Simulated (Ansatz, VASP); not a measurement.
## GaSb: VASP beside Ansatz

```
Ga Sb
1.0
     0.00000    3.04478    3.10692
     3.04478    0.00000    3.10692
     3.04478    3.04478    0.00000
Ga Sb
1 1
Direct
  0.00000 0.00000 0.00000
  0.75000 0.75000 0.75000
```

Change from the starting cell: strain -0.0200 x Voigt [1, 1, 0, 0, 0, 0], atoms carried along.

Alike in both runs: task single point; functional PBE; k mesh 16 × 16 × 16; occupations gaussian, width 0.15 eV; no spin polarisation.

```csv
,VASP,Ansatz
version,VASP 6.6.1,Ansatz 0.2.0
potentials or method,"VASP PAW PBE potentials, release 64 (Ga_d, Sb), cutoff 520 eV","scalar-relativistic, plane waves, PAW"
valence electrons in the cell,18,28
```

|  | VASP | Ansatz | Ansatz less VASP |
| --- | --- | --- | --- |
| gap on the k mesh at the Fermi level (eV) | none | none | - |
| pressure (GPa) | 2.1 | 2.0 | -0.09 |
| traceless stress, the component that is largest in VASP (GPa) | -0.59 | -0.60 | -0.001 |

A gap of «none» marks a metal or a gap that the smearing closes. VASP's potentials hold 18 valence electrons a cell and Ansatz's 28, so a difference there can come from the potentials and not from the codes.

Neither program's run includes spin-orbit coupling.
